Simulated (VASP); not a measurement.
# ZnSe (F-43m) in VASP: a series of runs

ZnSe is run at these levels: PBE; tasks: relaxation of cell and atoms.

All numbers are computed with VASP 6.6.1; they aren't measurements. Logs are shortened: lines on timing, memory, paths and dates and some standing lists are left out, and cuts for length are marked.

## Step 1: The cell of the first run

Symmetry: F-43m, No. 216, cubic system. The conventional cell has a = 5.732 Å, b = 5.732 Å, c = 5.732 Å, α = 90.00°, β = 90.00°, γ = 90.00°. Within 3.3 Å of Zn (site symmetry -43m) lie 4 Se at 2.48 Å. Within 3.3 Å of Se (site symmetry -43m) lie 4 Zn at 2.48 Å.

## Step 2: Relaxation of cell and atoms, PBE

Input file INCAR:

```
PREC     = Accurate       # precision mode
ENCUT    = 600            # plane-wave cutoff, eV
EDIFF    = 1E-6           # SCF threshold, eV
ISMEAR   = 0              # smearing method
SIGMA    = 0.01           # smearing width, eV
LREAL    = F              # projectors in reciprocal space
LASPH    = T              # aspherical terms in the spheres
NELM     = 100            # most SCF steps
ALGO     = Normal         # electronic algorithm
ISIF     = 3              # what is computed and relaxed
LWAVE    = F              # write WAVECAR
LCHARG   = F              # write CHGCAR
GGA      = PE             # functional
IBRION   = 2              # ionic algorithm
NSW      = 80             # ionic steps
EDIFFG   = -0.001         # ionic threshold
```

Input file KPOINTS:

```
regular mesh
0
Gamma
  8 8 8
```

Input file POSCAR:

```
ZnSe
1.0
    0.0000000000      2.8659201440      2.8659201440
    2.8659201440      0.0000000000      2.8659201440
    2.8659201440      2.8659201440      0.0000000000
Zn Se
1 1
Direct
    0.0000000000      0.0000000000      0.0000000000
    0.7500000000      0.7500000000      0.7500000000
```

Potentials or basis: VASP PAW PBE potentials, release 64 (Zn, Se).

Run with:

```bash
$ cat potpaw_PBE.64/Zn/POTCAR potpaw_PBE.64/Se/POTCAR > POTCAR
$ mpirun -np 1 vasp_std > vasp.out
```

OUTCAR:

```text
PREC = Accurate
   ENCUT = 600
   EDIFF = 1E-6
   ISMEAR = 0
   LREAL = F
   LASPH = T
   NELM = 100
   ISIF = 3
   GGA = PE
   IBRION = 2
   NSW = 80
   EDIFFG = -0.001

 ion  position               nearest neighbor table
   1  0.000  0.000  0.000-   2 2.48   2 2.48   2 2.48   2 2.48
   2  0.750  0.750  0.750-   1 2.48   1 2.48   1 2.48   1 2.48

  LATTYP: Found a face centered cubic cell.
 ALAT       =     5.7318402880

  Lattice vectors:

 A1 = (   0.0000000000,   2.8659201440,   2.8659201440)
 A2 = (   2.8659201440,   0.0000000000,   2.8659201440)
 A3 = (   2.8659201440,   2.8659201440,   0.0000000000)

Analysis of symmetry for initial positions (statically):
=====================================================================
 Subroutine PRICEL returns:
 Original cell was already a primitive cell.

 Routine SETGRP: Setting up the symmetry group for a
 face centered cubic supercell.

 Subroutine GETGRP returns: Found 24 space group operations
 (whereof 24 operations were pure point group operations)
 out of a pool of 48 trial point group operations.

The static configuration has the point symmetry T_d .

Analysis of symmetry for dynamics (positions and initial velocities):
=====================================================================
 Subroutine PRICEL returns:
 Original cell was already a primitive cell.

 Routine SETGRP: Setting up the symmetry group for a
 face centered cubic supercell.

 Subroutine GETGRP returns: Found 24 space group operations
 (whereof 24 operations were pure point group operations)
 out of a pool of 48 trial point group operations.

The dynamic configuration has the point symmetry T_d .

 Subroutine INISYM returns: Found 24 space group operations
 (whereof 24 operations are pure point group operations),
 and found     1 'primitive' translations

----------------------------------------------------------------------------------------

                                     Primitive cell

  volume of cell :      47.0785

  direct lattice vectors                    reciprocal lattice vectors
     0.000000000  2.865920144  2.865920144    -0.174464038  0.174464038  0.174464038
     2.865920144  0.000000000  2.865920144     0.174464038 -0.174464038  0.174464038
     2.865920144  2.865920144  0.000000000     0.174464038  0.174464038 -0.174464038

  length of vectors
     4.053023136  4.053023136  4.053023136     0.302180577  0.302180577  0.302180577

  position of ions in fractional coordinates (direct lattice)
     0.000000000  0.000000000  0.000000000
     0.750000000  0.750000000  0.750000000

  ion indices of the primitive-cell ions
   primitive index   ion index
                 1           1
                 2           2

----------------------------------------------------------------------------------------

 KPOINTS: regular mesh

Automatic generation of k-mesh.
 Grid dimensions read from file:
 generate k-points for:    8    8    8

 Generating k-lattice:

  Cartesian coordinates                     Fractional coordinates (reciprocal lattice)
    -0.021808005  0.021808005  0.021808005     0.125000000  0.000000000  0.000000000
     0.021808005 -0.021808005  0.021808005     0.000000000  0.125000000  0.000000000
     0.021808005  0.021808005 -0.021808005     0.000000000  0.000000000  0.125000000

  Length of vectors
     0.037772572  0.037772572  0.037772572

  Shift w.r.t. Gamma in fractional coordinates (k-lattice)
     0.000000000  0.000000000  0.000000000

 Subroutine IBZKPT returns following result:
 ===========================================

 Found     29 irreducible k-points:

 Following reciprocal coordinates:
            Coordinates               Weight
  0.000000  0.000000  0.000000      1.000000
  0.125000  0.000000  0.000000      8.000000
  0.250000  0.000000  0.000000      8.000000
  0.375000  0.000000  0.000000      8.000000
  0.500000  0.000000  0.000000      4.000000
  0.125000  0.125000  0.000000      6.000000
[... 16 lines left out ...]
  0.500000  0.250000  0.125000     48.000000
 -0.375000  0.250000  0.125000     24.000000
 [... further k-points ...]
   k-points           NKPTS =     29   k-points in BZ     NKDIM =     29   number of bands    NBANDS=     13
   number of dos      NEDOS =    301   number of ions     NIONS =      2
   total plane-waves  NPLWV =  32768
   dimension x,y,z NGX =    32 NGY =   32 NGZ =   32
   dimension x,y,z NGXF=    64 NGYF=   64 NGZF=   64
   ions per type =               1   1
   NGX,Y,Z   is equivalent  to a cutoff of  13.13, 13.13, 13.13 a.u.
   NGXF,Y,Z  is equivalent  to a cutoff of  26.25, 26.25, 26.25 a.u.
 SYSTEM =  unknown system
   PREC   = accura    normal or accurate (medium, high low for compatibility)
   ISTART =      0    job   : 0-new  1-cont  2-samecut
   ICHARG =      2    charge: 1-file 2-atom 10-const
   ISPIN  =      1    spin polarized calculation?
   LNONCOLLINEAR =      F non collinear calculations
   LSORBIT =      F    spin-orbit coupling
   LASPH  =      T    aspherical Exc in radial PAW
   ENCUT  =  600.0 eV  44.10 Ry    6.64 a.u.   8.09  8.09  8.09*2*pi/ulx,y,z
   NELM   =    100;   NELMIN=  2; NELMDL= -5     # of ELM steps
   EDIFF  = 0.1E-05   stopping-criterion for ELM
   LREAL  =      F    real-space projection
   EDIFFG = -.1E-02   stopping-criterion for IOM
   NSW    =     80    number of steps for IOM
   IBRION =      2    ionic relax: 0-MD 1-quasi-New 2-CG
   NFREE  =      1    steps in history (QN), initial steepest desc. (CG)
   ISIF   =      3    stress and relaxation
   ISYM   =      2    0-nonsym 1-usesym 2-fastsym
   POTIM  = 0.5000    time-step for ionic-motion
   TEBEG  =    0.0;   TEEND  =   0.0 temperature during run
   PSTRESS=    0.0 pullay stress
   NELECT =      18.0000    total number of electrons
   NUPDOWN=      -1.0000    fix difference up-down
   EMIN   =  10.00;   EMAX   =-10.00  energy-range for DOS
   EFERMI =   0.00;   METHOD = LEGACY
   ISMEAR =     0;   SIGMA  =   0.01  broadening in eV -4-tet -1-fermi 0-gaus
   EFERMI_NEDOS =   21; number of points for ismear=-14 and -15
   IALGO  =     38    algorithm
   IMIX   =      4    mixing-type and parameters
     AMIX     =   0.40;   BMIX     =  1.00
     AMIX_MAG =   1.60;   BMIX_MAG =  1.00
  volume/ion in A,a.u.               =      23.54       158.85
  Fermi-wavevector in a.u.,A,eV,Ry     =   1.188206  2.245383 19.209147  1.411832
  Thomas-Fermi vector in A             =   2.324340
   LORBIT       =      0    0 simple, 1 ext, 2 COOP (PROOUT), +10 PAW based schemes
   GGA     = PE    functional components
   LHFCALC =     F    Hartree Fock is set to
   AEXX    =    0.0000 exact exchange contribution
   IVDW    =     0    specifies the selected vdW correction
   LEPSILON=     F    determine dielectric tensor
   LRPA    =     F    only Hartree local field effects (RPA)
 conjugate gradient relaxation of ions
 non-spin polarized calculation
 Gauss-broadening in eV      SIGMA  =   0.01
  energy-cutoff  :      600.00
  volume of cell :       47.08
 maximum number of plane-waves:      1591
   NGX = 17   NGY = 17   NGZ = 17

--------------------------------------- Ionic step        1  -------------------------------------------

 number of electron      18.0000013 magnetization

 Free energy of the ion-electron system (eV)
  ---------------------------------------------------
  ext. energy  EPLUGINS =         0.00000000
  ---------------------------------------------------
  free energy    TOTEN  =        -6.03221456 eV

  energy without entropy =       -6.03221456  energy(sigma->0) =       -6.03221456

------------------------ aborting loop because EDIFF is reached ----------------------------------------

  FORCE on cell =-STRESS in cart. coord.  units (eV):
  Direction    XX          YY          ZZ          XY          YZ          ZX
  --------------------------------------------------------------------------------------
  -------------------------------------------------------------------------------------
  Total        0.0674433      0.0674433      0.0674433      0.0000000      0.0000000      0.0000000
  in kB        2.2952355      2.2952355      2.2952355      0.0000000      0.0000000      0.0000000
  external PRESSURE =       2.2952355 kB  Pullay stress =       0.0000000 kB
[... 89 lines left out ...]
  FREE ENERGIE OF THE ION-ELECTRON SYSTEM (eV)
  ---------------------------------------------------
  free  energy   TOTEN  =        -6.0323306861 eV

  energy  without entropy=       -6.0323306861  energy(sigma->0) =       -6.03233069

[... ionic steps 4 to 7 ...]

--------------------------------------- Ionic step        8  -------------------------------------------

 number of electron      18.0000015 magnetization

------------------------ aborting loop because EDIFF is reached ----------------------------------------

  FORCE on cell =-STRESS in cart. coord.  units (eV):
  Direction    XX          YY          ZZ          XY          YZ          ZX
  --------------------------------------------------------------------------------------
  -------------------------------------------------------------------------------------
  Total       -0.0064521     -0.0064521     -0.0064521     -0.0000000      0.0000000     -0.0000000
  in kB       -0.2187533     -0.2187533     -0.2187533     -0.0000000      0.0000000     -0.0000000
  external PRESSURE =      -0.2187533 kB  Pullay stress =       0.0000000 kB
[... 57 lines left out ...]
  energy  without entropy=       -6.0323308203  energy(sigma->0) =       -6.03233082

--------------------------------------- Ionic step       10  -------------------------------------------

 number of electron      18.0000015 magnetization

 Free energy of the ion-electron system (eV)
  ---------------------------------------------------
  ext. energy  EPLUGINS =         0.00000000
  ---------------------------------------------------
  free energy    TOTEN  =        -6.03233106 eV

  energy without entropy =       -6.03233106  energy(sigma->0) =       -6.03233106

 E-fermi :   1.3598     XC(G=0):  -9.1513

 val. band max:        1.2984186930   @ k =   0.0000   0.0000   0.0000
 cond. band min:       2.4397432827   @ k =   0.0000   0.0000   0.0000
 fundamental gap:      1.1413245897
 Fermi energy:         1.3598148280

 k-point     1 :       0.0000    0.0000    0.0000
  band No.  band energies     occupation
      1     -11.7272      2.00000
      2      -5.1187      2.00000
      3      -5.1187      2.00000
      4      -5.1187      2.00000
      5      -4.7822      2.00000
      6      -4.7822      2.00000
      7       1.2984      2.00000
      8       1.2984      2.00000
      9       1.2984      2.00000
     10       2.4397      0.00000
     11       7.1089      0.00000
     12       7.1089      0.00000
     13       7.1089      0.00000
[... 353 lines left out ...]
 k-point    24 :      -0.3750    0.2500    0.1250
  band No.  band energies     occupation
      1     -10.8798      2.00000
      2      -5.0210      2.00000
      3      -4.9894      2.00000
      4      -4.8087      2.00000
      5      -4.7752      2.00000
      6      -4.5900      2.00000
      7      -3.3876      2.00000
      8      -0.9836      2.00000
      9      -0.0743      2.00000
     10       5.4146      0.00000
     11       6.8749      0.00000
     12       8.6106      0.00000
     13       9.8473      0.00000

 [... further k-points ...]

------------------------ aborting loop because EDIFF is reached ----------------------------------------

  FORCE on cell =-STRESS in cart. coord.  units (eV):
  Direction    XX          YY          ZZ          XY          YZ          ZX
  --------------------------------------------------------------------------------------
  -------------------------------------------------------------------------------------
  Total       -0.0019727     -0.0019727     -0.0019727      0.0000000     -0.0000000      0.0000000
  in kB       -0.0668884     -0.0668884     -0.0668884      0.0000000     -0.0000000      0.0000000
  external PRESSURE =      -0.0668884 kB  Pullay stress =       0.0000000 kB
[... 17 lines left out ...]
  FREE ENERGIE OF THE ION-ELECTRON SYSTEM (eV)
  ---------------------------------------------------
  free  energy   TOTEN  =        -6.0323310568 eV

  energy  without entropy=       -6.0323310568  energy(sigma->0) =       -6.03233106

 reached required accuracy - stopping structural energy minimisation
```

Wall time 60 s (1 thread of Intel Xeon Platinum 8259CL at 2.50GHz (Skylake/Cascade Lake), shared host); peak memory 0.19 GiB.

What came out:

```
Free energy                            : -6.0323 eV
Relaxed volume                         : 23.63 Å³/atom
Relaxed cell                           : a = 4.058 Å, b = 4.058 Å, c = 4.058 Å, α = 60.00°, β = 60.00°, γ = 60.00°
Space group after relaxing (to 0.05 Å) : F-43m (No. 216)
Energy gained by relaxing              : 0.1 meV/atom
Ionic steps                            : 10
Pressure after relaxing                : 0.0 GPa
Band gap on the k mesh                 : 1.14 eV, direct
```

Step by step:
| step | energy change (eV) | largest force (eV/Å) | pressure (GPa) | volume (Å³) |
| --- | --- | --- | --- | --- |
| 1 | 0.0000 | 0.0000 | 0.23 | 47.08 |
| 2 | -0.0001 | 0.0000 | -0.02 | 47.31 |
| 3 | -0.0001 | 0.0000 | 0.02 | 47.26 |
| 4 | -0.0001 | 0.0000 | -0.03 | 47.28 |
| 5 | -0.0001 | 0.0000 | 0.01 | 47.27 |
| 6 | -0.0001 | 0.0000 | -0.03 | 47.28 |
| 7 | -0.0001 | 0.0000 | 0.03 | 47.24 |
| 8 | -0.0001 | 0.0000 | -0.02 | 47.26 |
| 9 | -0.0001 | 0.0000 | 0.02 | 47.25 |
| 10 | -0.0001 | 0.0000 | -0.01 | 47.25 |

Final structure:
```yaml
crystal:
  lattice:
    - [0.00000, 2.86946, 2.86946]
    - [2.86946, 0.00000, 2.86946]
    - [2.86946, 2.86946, 0.00000]
  atoms:
    - { symbol: Zn, position: [0.00000, 0.00000, 0.00000] }
    - { symbol: Se, position: [0.75000, 0.75000, 0.75000] }
```

[end of part 1 of 2]
